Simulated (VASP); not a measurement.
HCl, 2 atoms in the cell. The structure is tetragonal, space group I4/mmm (No. 139). Conventional cell: a = 4.820 Å, b = 4.820 Å, c = 3.061 Å, α = 90.00°, β = 90.00°, γ = 90.00°. Within 2.0 Å of H (site symmetry 4/mmm) lie 2 Cl at 1.53 Å. Within 2.0 Å of Cl (site symmetry 4/mmm) lie 2 H at 1.53 Å. 

```yaml
Program: VASP 6.6.1
Task: single point
Functional: HSE06
Potentials_or_basis: VASP PAW PBE potentials, release 64 (H, Cl)
Cutoff: 520 eV
k_mesh: 4 × 4 × 4
Occupations: gaussian, width 0.01 eV
Spin: no spin polarisation
Dipole_correction: no
Grid_for_exact_exchange_PRECFOCK: Normal
Further_INCAR_settings: ALGO = Normal; EDIFF = 1e-07; NBANDS = 11
Screening_parameter: 0.2079 1/Å
```

Potentials or basis: VASP PAW PBE potentials, release 64 (H, Cl).

Command:

```bash
$ cat potpaw_PBE.64/H/POTCAR potpaw_PBE.64/Cl/POTCAR > POTCAR
$ cp INCAR.step1 INCAR
$ mpirun -np 1 vasp_std > vasp.out
$ cp INCAR.step2 INCAR
$ mpirun -np 1 vasp_std > vasp.out
```

Hardware: 1 thread of AMD EPYC 7R43 64-Core Processor (Zen 3), on a shared host.

Q: Estimate the wall time of this run.

A: Wall time 3.9 min on 1 thread of AMD EPYC 7R43 64-Core Processor (Zen 3) (shared host), peak memory 0.23 GiB. Counts: k points 18.
